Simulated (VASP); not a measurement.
Here is a VASP 6.6.1 calculation.

File INCAR:

```
PREC     = Accurate       # precision mode
ENCUT    = 520            # plane-wave cutoff, eV
EDIFF    = 1E-6           # SCF threshold, eV
ISMEAR   = 0              # smearing method
SIGMA    = 0.1            # smearing width, eV
LREAL    = F              # projectors in reciprocal space
LASPH    = T              # aspherical terms in the spheres
NELM     = 80             # most SCF steps
ALGO     = Normal         # electronic algorithm
ISIF     = 2              # what is computed and relaxed
LWAVE    = F              # write WAVECAR
LCHARG   = F              # write CHGCAR
GGA      = PS             # functional
NBANDS   = 12             # bands
```

File KPOINTS:

```
regular mesh
0
Gamma
  15 15 15
```

The input POSCAR:

```
As
1.0
    1.8909704636      1.0917523062      3.3680827946
   -1.8909704636      1.0917523062      3.3680827946
    0.0000000000     -2.1835046124      3.3680827946
As
2
Direct
    0.2301848449      0.2301848449      0.2301848449
    0.7698151551      0.7698151551      0.7698151551
```

Potentials or basis: VASP PAW PBE potentials, release 64 (As).

Run with:

```sh
$ cat potpaw_PBE.64/As/POTCAR > POTCAR
$ mpirun -np 1 vasp_std > vasp.out
```

Q: What does it give for the pressure?

A: 0.4 GPa.

Q: What does it give for the largest force?

A: 0.055 eV/Å.

Q: Estimate the band gap on the k mesh.

A: Zero (bands 5 and 6 overlap by 0.14 eV).

Forces in eV/Å, atoms in the order of the input:
```
As   0.000  0.000  0.055
As   0.000  0.000 -0.055
```

Caveat: the PAW data sets were made with another functional, which shifts forces and pressure a little.
